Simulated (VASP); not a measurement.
Wanted: the native input for a VASP 6.6.1 run.

* Task: relaxation of cell and atoms
* Functional: PBEsol
* Potentials or basis: VASP PAW PBE potentials, release 64 (Sb_d_GW)
* Cutoff: 500 eV
* k mesh: 9 × 9 × 5
* Occupations: fermi-dirac, width 0.05 eV
* Spin: no spin polarisation
* Dipole correction: no
* Second run: valence_matched
* Further INCAR settings: ALGO = Normal; EDIFF = 1e-07; IBRION = 2; EDIFFG = -0.01; NSW = 60; ISIF = 3

The structure of Sb lies in POSCAR:

```
Sb
1.0
    3.3545324186      0.0000000000      0.0000000000
   -1.6772662093      2.9051102923      0.0000000000
    0.0000000000      0.0000000000      5.4701606500
Sb
2
Direct
    0.6666666667      0.3333333333      0.7500000000
    0.3333333333      0.6666666667      0.2500000000
```

One way to write it, as run:

INCAR

```
PREC = Accurate ; ENCUT = 500
EDIFF = 1E-7 ; ISMEAR = -1
SIGMA = 0.05 ; LREAL = F
LASPH = T ; NELM = 120
ALGO = Normal ; ISIF = 3
LWAVE = F ; LCHARG = F
GGA = PS ; IBRION = 2
NSW = 60 ; EDIFFG = -0.01
GGA_COMPAT = F ; NELMIN = 4
```

KPOINTS

```
Automatic mesh
0
Gamma
  9 9 5
```

Potentials or basis: VASP PAW PBE potentials, release 64 (Sb_d_GW).

Command:

```bash
$ cat potpaw_PBE.64/Sb_d_GW/POTCAR > POTCAR
$ mpirun -np 1 vasp_std > vasp.out
```

Results of the run:

```
Relaxed volume                         : 26.02 Å³/atom
Relaxed cell                           : a = 3.355 Å, b = 3.355 Å, c = 5.339 Å, α = 90.00°, β = 90.00°, γ = 120.00°
Space group after relaxing (to 0.05 Å) : P6_3/mmc (No. 194)
Energy gained by relaxing              : 4.0 meV/atom
Ionic steps                            : 17
Pressure after relaxing                : 0.0 GPa
Band gap on the k mesh                 : zero (band 15 reaches 10.62 eV, above the bottom of band 16 at 3.79 eV)
```

Caveat: the PAW data sets were made with another functional, which shifts forces and pressure a little; spin-orbit coupling is left out, which moves the levels of the heavy elements.

Run time: 2.9 min on 1 thread of AMD EPYC 9R45 96-Core Processor (Zen 5), with other jobs on the host, peak memory 0.16 GiB.
